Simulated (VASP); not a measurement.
Crystal: CsI.

```
Cs I
1.0
     4.60814    0.00000    0.00000
     0.00000    4.60814    0.00000
     0.00000    0.00000    4.60814
Cs I
1 1
Cartesian
  0.0000 0.0000 0.0000
  2.3041 2.3041 2.3041
```

Base run:

- Program: VASP 6.6.1
- Functional: r2SCAN
- Potentials or basis: VASP PAW PBE potentials, release 64 (Cs_sv, I)
- Cutoff: 550 eV
- k mesh: 6 × 6 × 6
- Occupations: gaussian, width 0.01 eV
- Spin: no spin polarisation

Its results: band gap on the k mesh 4.50 eV, indirect (least direct gap 4.59 eV); pressure 0.1 GPa.

Question: The run is repeated on the same cell with these changes: functional from r2SCAN to PBE; cutoff from 550 eV to 500 eV. What comes out?

Answer: Band gap on the k mesh 3.79 eV, indirect (least direct gap 3.88 eV); pressure 0.4 GPa.

r2SCAN gives the wider gap, since meta-GGAs in the generalised Kohn-Sham scheme recover part of the derivative discontinuity.

Caveats: spin-orbit coupling is left out, which moves the levels of the heavy elements; the PAW data sets were made with another functional, which shifts forces and pressure a little (some runs).

A k mesh can miss the band edges.
